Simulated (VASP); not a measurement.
Wanted: the native input for a VASP 6.6.1 run.

| Item | Value |
| --- | --- |
| Task | single point |
| Functional | PBE |
| Dispersion | D3(BJ) |
| Potentials or basis | VASP PAW PBE potentials, release 64 (Hg) |
| Cutoff | 520 eV |
| k mesh | 15 × 15 × 8 |
| Occupations | gaussian, width 0.15 eV |
| Spin | no spin polarisation |
| Dipole correction | no |
| Further INCAR settings | ALGO = Fast; EDIFF = 1e-07; NBANDS = 19 |

The structure of Hg lies in POSCAR:

```
Hg
1.0
    3.4081000000      0.0000000000      0.0000000000
   -1.7040500000      2.9515011786      0.0000000000
    0.0000000000      0.0000000000      5.4448000000
Hg
2
Direct
    0.6666666667      0.3333333333      0.7500000000
    0.3333333333      0.6666666667      0.2500000000
```

One way to write it, as run:

INCAR

```
ALGO = Fast
EDIFF = 1E-7
ENCUT = 520
GGA = PE
ISIF = 2
ISMEAR = 0
IVDW = 12
LASPH = True
LCHARG = False
LREAL = False
LWAVE = False
NBANDS = 19
NELM = 100
PREC = Accurate
SIGMA = 0.15
```

KPOINTS

```
k-points
0
Gamma
  15 15 8
```

Potentials or basis: VASP PAW PBE potentials, release 64 (Hg).

The run is started by

```console
$ cat potpaw_PBE.64/Hg/POTCAR > POTCAR
$ mpirun -np 1 vasp_std > vasp.out
```

It gave:

```json
{
  "Pressure": "-0.7 GPa",
  "Band gap on the k mesh": "zero (band 12 reaches 1.34 eV, above the bottom of band 13 at 0.77 eV)",
  "Dispersion energy per atom": "-0.383 eV"
}
```

Caveat: spin-orbit coupling is left out, which moves the levels of the heavy elements; pairwise dispersion overbinds metals, which lowers pressure and volume.

Run time: 3.3 min on 1 thread of AMD EPYC 7R13, on a shared host, peak memory 0.24 GiB.
